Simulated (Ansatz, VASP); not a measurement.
## NiO in VASP and in Ansatz

INCAR

```
SYSTEM = NiO
  PREC = Accurate
  ENCUT = 520
  EDIFF = 1E-6
  ISMEAR = -1
  SIGMA = 0.03
  LREAL = .False.
  LASPH = .True.
  NELM = 150
  ALGO = Normal
  ISIF = 2
  LWAVE = .False.
  LCHARG = .False.
  ISPIN = 2
  MAGMOM = 1.5 0
  LORBIT = 11
  LMAXMIX = 4
  GGA = PE
  NBANDS = 19
```

KPOINTS

```
regular mesh
0
Gamma
  17 17 17
  0 0 0
```

Contents of POSCAR:

```
NiO
1.0
    0.0000000000      2.0486182250      2.0486182250
    2.0486182250      0.0000000000      2.0486182250
    2.0486182250      2.0486182250      0.0000000000
Ni O
1 1
Direct
    0.0000000000      0.0000000000      0.0000000000
    0.5000000000      0.5000000000      0.5000000000
```

Input for Ansatz:

```yaml
crystal:
  lattice:
    - [0.0, 2.048618225, 2.048618225]
    - [2.048618225, 0.0, 2.048618225]
    - [2.048618225, 2.048618225, 0.0]
  atoms:
    - { symbol: Ni, position: [0.0, 0.0, 0.0], spin: 1.5 }
    - { symbol: O, position: [0.5, 0.5, 0.5] }
magnetization:
  spin_polarized: true
kpoints:
  mp_grid: { grid: [17, 17, 17] }
  band_path:
    path:
      - [0.0, 0.0, 0.0]
      - [0.5, 0.0, 0.5]
      - [0.625, 0.25, 0.625]
      - [0.375, 0.375, 0.75]
      - [0.0, 0.0, 0.0]
      - [0.5, 0.5, 0.5]
      - [0.5, 0.25, 0.75]
      - [0.5, 0.0, 0.5]
    npoints: 5
scf:
  occupations: { method: fermi_dirac, width: 0.03 }
hamiltonian:
  xc: pbe
  pseudopotentials: { kind: all_electron, lapw: { basis_error: 0.001 } }
output:
  forces: true
  stress: true
  eigenvalues: true
```

Change from the starting cell: volume scaled by 0.94.

Alike in both runs: task single point; functional PBE; k mesh 17 × 17 × 17; occupations fermi-dirac, width 0.03 eV; collinear spin.

|  | VASP | Ansatz |
| --- | --- | --- |
| version | VASP 6.6.1 | Ansatz 0.2.0 |
| potentials or method | VASP PAW PBE potentials, release 64 (Ni, O), cutoff 520 eV | all-electron LAPW, scalar-relativistic |

|  | VASP | Ansatz | Ansatz less VASP |
| --- | --- | --- | --- |
| pressure (GPa) | 16.4 | 17.7 | +1.22 |
| net moment per atom (μB) | 0.75 | 0.81 | +0.059 |
| size of the moment on the site where the two differ most (μB) | 1.25 | 1.36 | +0.106 |

Site moments also hang on the region over which each program counts them. Ansatz ran all-electron here, and VASP with PAW potentials.
